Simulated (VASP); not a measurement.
Input of a VASP 6.6.1 run:

Contents of INCAR:

```
SYSTEM = Ge
PREC = Accurate
ENCUT = 500
EDIFF = 1E-6
ISMEAR = -1
SIGMA = 0.05
LREAL = .False.
LASPH = .True.
NELM = 120
ALGO = Normal
ISIF = 2
LWAVE = .False.
LCHARG = .False.
GGA = B5
ALDAX = 1.0
AGGAX = 1.0
AGGAC = 1.0
ALDAC = 0.0
NBANDS = 21
GGA_COMPAT = .False.
```

The input KPOINTS:

```
regular mesh
0
Gamma
  11 11 11
  0 0 0
```

Contents of POSCAR:

```
Ge
1.0
   -2.4958980000      2.6508630000      1.4369470000
    2.4958980000     -2.6508630000      1.4369470000
    2.4958980000      2.6508630000     -1.4369470000
Ge
2
Direct
    0.3140570000      0.0640570000      0.2500000000
    0.6859430000      0.9359430000      0.7500000000
```

Potentials or basis: VASP PAW PBE potentials, release 64 (Ge_d).

The run is started by

```bash
$ cat potpaw_PBE.64/Ge_d/POTCAR > POTCAR
$ mpirun -np 1 vasp_std > vasp.out
```

Problem. What does it give for the pressure?

Solution. 7.4 GPa.

Problem. Predict the band gap on the k mesh.

Solution. Zero (band 14 reaches 8.96 eV, above the bottom of band 15 at 3.98 eV).

Forces on the atoms (eV/Å):
```
Ge   0.000  0.000  0.076
Ge   0.000  0.000 -0.076
```

Caveat: the PAW data sets were made with another functional, which shifts forces and pressure a little.
